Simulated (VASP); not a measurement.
Here is a VASP 6.6.1 calculation.

The input POSCAR:

```
Si16Ag
1.0
    0.0000000000      5.4437023800     -5.4437023800
    5.4437023800      5.4437023800      0.0000000000
    5.4437023800      0.0000000000     -5.4437023800
Si Ag
16 1
Direct
    0.1202602483      0.1442771748      0.1154001369
    0.1305812571      0.6212574208      0.1183634694
    0.6203527975      0.1441864278      0.1159916461
    0.6145152263      0.6607381794      0.1121468364
    0.1268625564      0.1234907703      0.6220733177
    0.1298176224      0.6207384725      0.6264575581
    0.6192242457      0.1443575429      0.6168868659
    0.6226961475      0.6209938134      0.6268661036
    0.2532156249      0.7502754954      0.2461746448
    0.2503846472      0.2494224344      0.2500121067
    0.7510310474      0.7509175217      0.2469287272
    0.7355403034      0.2974919250      0.2316633813
    0.2511997175      0.7504443143      0.7468765219
    0.2496144912      0.2490839699      0.7456969020
    0.7496154667      0.7497243999      0.7509862249
    0.7548439854      0.2492371745      0.7460995691
   -0.1365682670     -0.0857407271      0.3621022720
```

Contents of INCAR.step1:

```
ALGO     = Normal         # electronic algorithm
EDIFF    = 1E-4           # SCF threshold, eV
ENCUT    = 520            # plane-wave cutoff, eV
GGA      = PE             # functional
ISMEAR   = 0              # smearing method
LASPH    = T              # aspherical terms in the spheres
LCHARG   = F              # write CHGCAR
LREAL    = Auto         
LWAVE    = T              # write WAVECAR
NBANDS   = 52             # bands
NELECT   = 74.0         
NELM     = 100            # most SCF steps
PREC     = Accurate       # precision mode
SIGMA    = 0.02           # smearing width, eV
```

INCAR.step2

```
ALGO     = Normal         # electronic algorithm
EDIFF    = 1E-7           # SCF threshold, eV
ENCUT    = 520            # plane-wave cutoff, eV
ISIF     = 2              # what is computed and relaxed
ISMEAR   = 0              # smearing method
ISTART   = 1            
LASPH    = T              # aspherical terms in the spheres
LCHARG   = F              # write CHGCAR
LMIXTAU  = T            
LREAL    = Auto         
LWAVE    = F              # write WAVECAR
METAGGA  = R2SCAN         # meta-GGA
NBANDS   = 52             # bands
NELECT   = 74.0         
NELM     = 100            # most SCF steps
PREC     = Accurate       # precision mode
SIGMA    = 0.02           # smearing width, eV
```

File KPOINTS:

```
k-points
0
Gamma
  2 2 2
```

Potentials or basis: VASP PAW PBE potentials, release 64 (Si, Ag).

The run is started by

```console
$ cat potpaw_PBE.64/Si/POTCAR potpaw_PBE.64/Ag/POTCAR > POTCAR
$ cp INCAR.step1 INCAR
$ mpirun -np 1 vasp_std > vasp.out
$ cp INCAR.step2 INCAR
$ mpirun -np 1 vasp_std > vasp.out
```

(1) Predict the largest force.

Results:

(1) 0.014 eV/Å.

Caveat: the k points lie up to 0.50 Å⁻¹ apart; the cell carries a net charge on a neutralising background, which shifts energy and pressure; the PAW data sets were made with another functional, which shifts forces and pressure a little.
